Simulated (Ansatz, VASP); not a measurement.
## NaSrYWO6: VASP beside Ansatz

INCAR

```
SYSTEM = NaSrYWO6
  ALGO = Normal
  EDIFF = 1E-7
  ENCUT = 520
  GGA = PE
  ISIF = 2
  ISMEAR = 0
  LASPH = .TRUE.
  LCHARG = .FALSE.
  LREAL = .FALSE.
  LWAVE = .FALSE.
  NBANDS = 50
  NELM = 80
  PREC = Accurate
  SIGMA = 0.02
```

Contents of KPOINTS:

```
k-points
0
G
  6 6 6
  0 0 0
```

Contents of POSCAR:

```
NaSrYWO6
1.0
   -0.3337614672      4.4843356329      4.4843356329
    4.1505741657      0.0000000000      4.1505741657
    4.1505741657      4.1505741657      0.0000000000
Na Sr Y W O
1 1 1 1 6
Direct
    0.2626966287      0.2457677904      0.2457677904
    0.7459582745      0.7513472418      0.7513472418
    0.4963721110      0.5012092963      0.5012092963
   -0.0011405813      0.0003801938      0.0003801938
    0.7642258078      0.2381094300      0.2313369883
    0.2344787146      0.7607487305      0.7708492228
    0.7642258078      0.7663277739      0.2381094300
    0.2344787146      0.2339233321      0.7607487305
    0.2344787146      0.7708492228      0.2339233321
    0.7642258078      0.2313369883      0.7663277739
```

Input for Ansatz:

```yaml
crystal:
  lattice:
    - [-0.3337614672, 4.4843356329, 4.4843356329]
    - [4.1505741657, 0.0, 4.1505741657]
    - [4.1505741657, 4.1505741657, 0.0]
  atoms:
    - { symbol: Na, position: [0.2626966287, 0.2457677904, 0.2457677904] }
    - { symbol: Sr, position: [0.7459582745, 0.7513472418, 0.7513472418] }
    - { symbol: "Y", position: [0.496372111, 0.5012092963, 0.5012092963] }
    - { symbol: W, position: [-0.0011405813, 0.0003801938, 0.0003801938] }
    - { symbol: O, position: [0.7642258078, 0.23810943, 0.2313369883] }
    - { symbol: O, position: [0.2344787146, 0.7607487305, 0.7708492228] }
    - { symbol: O, position: [0.7642258078, 0.7663277739, 0.23810943] }
    - { symbol: O, position: [0.2344787146, 0.2339233321, 0.7607487305] }
    - { symbol: O, position: [0.2344787146, 0.7708492228, 0.2339233321] }
    - { symbol: O, position: [0.7642258078, 0.2313369883, 0.7663277739] }
basis:
  ecutwfc: 420
kpoints:
  mp_grid: { grid: [6, 6, 6] }
hamiltonian:
  xc: pbe
scf:
  occupations: { method: gaussian, width: 0.02 }
output:
  forces: true
  stress: true
  eigenvalues: true
  write_density: true
  write_potential: true
  elf: true
  volumetric_format: npy
```

Alike in both runs: task single point; functional PBE; k mesh 6 × 6 × 6; occupations gaussian, width 0.02 eV; no spin polarisation.

```csv
,VASP,Ansatz
version,VASP 6.6.1,Ansatz 0.2.0
potentials or method,"VASP PAW PBE potentials, release 64 (Na_pv, Sr_sv, Y_sv, W_sv, O), cutoff 520 eV","scalar-relativistic, plane waves, PAW"
valence electrons in the cell,78,80
```

|  | VASP | Ansatz | Ansatz less VASP |
| --- | --- | --- | --- |
| gap on the k mesh at the Fermi level (eV) | 1.88 | 1.90 | +0.015 |
| least direct gap on the mesh (eV) | 1.88 | 1.90 | +0.015 |
| pressure (GPa) | -14.4 | -14.8 | -0.34 |
| traceless stress, the component that is largest in VASP (GPa) | 4.88 | 4.89 | +0.017 |
| rms of the force components (eV/Å) | 0.672 | 0.715 | +0.0430 |

Atom by atom the forces differ by 0.046 eV/Å (rms over components). VASP's potentials hold 78 valence electrons a cell and Ansatz's 80, so a difference there can come from the potentials and not from the codes.

Neither program's run includes spin-orbit coupling.
